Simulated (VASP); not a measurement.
Wanted: the native input for a VASP 6.6.1 run.

```
Task                   : single point
Functional             : LDA
Potentials or basis    : VASP PAW LDA potentials, release 64 (Si)
Cutoff                 : 520 eV
k mesh                 : 2 × 2 × 2
Occupations            : fermi-dirac, width 0.05 eV
Spin                   : no spin polarisation
Dipole correction      : no
Further INCAR settings : LREAL = Auto; ALGO = Normal; EDIFF = 1e-07; NBANDS = 48
```

The structure of Si (a cell with a defect) lies in POSCAR:

```
Si
1.0
    0.0000000000      5.4300000000      5.4300000000
    5.4300000000      0.0000000000      5.4300000000
    5.4300000000      5.4300000000      0.0000000000
Si
17
Direct
   -0.0126519337      0.0291344383     -0.0055985267
    0.1694290976      0.1007734807      0.1241988950
    0.0026703499     -0.0030386740      0.4880110497
    0.1123020258      0.1432044199      0.5940331492
   -0.0057458564      0.4745119705      0.0077532228
    0.1280202578      0.6497329650      0.0865101289
    0.0224861878      0.5125782689      0.4704051565
    0.1167771639      0.6351197053      0.6153959484
    0.5362707182     -0.0136556169      0.0270073665
    0.6171086556      0.1621546961      0.1494475138
    0.4857826888     -0.0024677716      0.5127624309
    0.6327992634      0.0800184162      0.6551933702
    0.4860497238      0.5139318600     -0.0014825046
    0.6134714549      0.6165469613      0.1462154696
    0.4816850829      0.4707642726      0.5192357274
    0.6258563536      0.6123204420      0.6326703499
    0.2440699816      0.2609208103      0.7353406998
```

The input as run:

INCAR

```
  PREC = Accurate
  ENCUT = 520
  EDIFF = 1E-7
  ISMEAR = -1
  SIGMA = 0.05
  LREAL = Auto
  LASPH = True
  NELM = 100
  ALGO = Normal
  ISIF = 2
  LWAVE = False
  LCHARG = False
  GGA = CA
  NBANDS = 48
```

KPOINTS

```
regular mesh
0
Gamma
  2 2 2
```

Potentials or basis: VASP PAW LDA potentials, release 64 (Si).

Launch:

```sh
$ cat potpaw_LDA.64/Si/POTCAR > POTCAR
$ mpirun -np 1 vasp_std > vasp.out
```

Results of the run:

| Item | Value |
| --- | --- |
| Pressure | 1.3 GPa |
| Largest force | 2.019 eV/Å |
| Band gap on the k mesh | zero (band 34 reaches 6.90 eV, above the bottom of band 35 at 6.44 eV) |

Caveat: the k points lie up to 0.50 Å⁻¹ apart.

Wall time 4.5 min on 1 thread of AMD EPYC 9R45 (Zen 5), on a shared host, peak memory 0.34 GiB.
